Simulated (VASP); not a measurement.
The system is SiO2.

```
Si O
1.0
     5.06907    0.00000    0.00000
    -2.53454    4.38995    0.00000
     0.00000    0.00000    8.55849
Si O
4 8
Direct
  0.66667 0.33333 0.93713
  0.66667 0.33333 0.56287
  0.33333 0.66667 0.06287
  0.33333 0.66667 0.43713
  0.00000 0.42126 0.00000
  0.42126 0.42126 0.50000
  0.57874 0.00000 0.50000
  0.57874 0.57874 0.00000
  0.00000 0.57874 0.50000
  0.66667 0.33333 0.75000
  0.33333 0.66667 0.25000
  0.42126 0.00000 0.00000
```

```yaml
Program: VASP 6.6.1
Task: relaxation of the atoms
Functional: PBE
Potentials_or_basis: VASP PAW PBE potentials, release 64 (Si, O)
Cutoff: 520 eV
k_mesh: 6 × 6 × 4
Occupations: gaussian, width 0.02 eV
Spin: no spin polarisation
```

At the start: pressure 4.2 GPa; volume 15.87 Å³/atom.

**Question.** Where does the relaxation end?

**Answer.** Over 6 steps the energy falls by 3.8 meV/atom at a fixed cell; space group P6_322 (No. 182, to 0.1 Å) before and after.

The path:
| step | energy change (eV) | largest force (eV/Å) | pressure (GPa) |
| --- | --- | --- | --- |
| 1 | 0.0000 | 0.2480 | 4.16 |
| 2 | -0.0162 | 0.2013 | 3.60 |
| 3 | -0.0435 | 0.1500 | 1.84 |
| 4 | -0.0447 | 0.1808 | 1.32 |
| 5 | -0.0290 | 0.6622 | 0.92 |
| 6 | -0.0458 | 0.0081 | 1.23 |

Final structure:
```xyz
12
Lattice="5.0691 0.0000 0.0000 -2.5345 4.3899 0.0000 0.0000 0.0000 8.5585" Properties=species:S:1:pos:R:3 pbc="T T T"
Si    2.5345    1.4633    8.0268
Si    2.5345    1.4633    4.8110
Si    0.0000    2.9266    0.5317
Si    0.0000    2.9266    3.7475
O    -1.0378    1.7976    0.0000
O     1.0378    1.7976    4.2792
O     2.9934    0.0000    4.2792
O     1.4967    2.5924    0.0000
O    -1.4967    2.5924    4.2792
O     2.5345    1.4633    6.4189
O     0.0000    2.9266    2.1396
O     2.0757    0.0000    0.0000
```
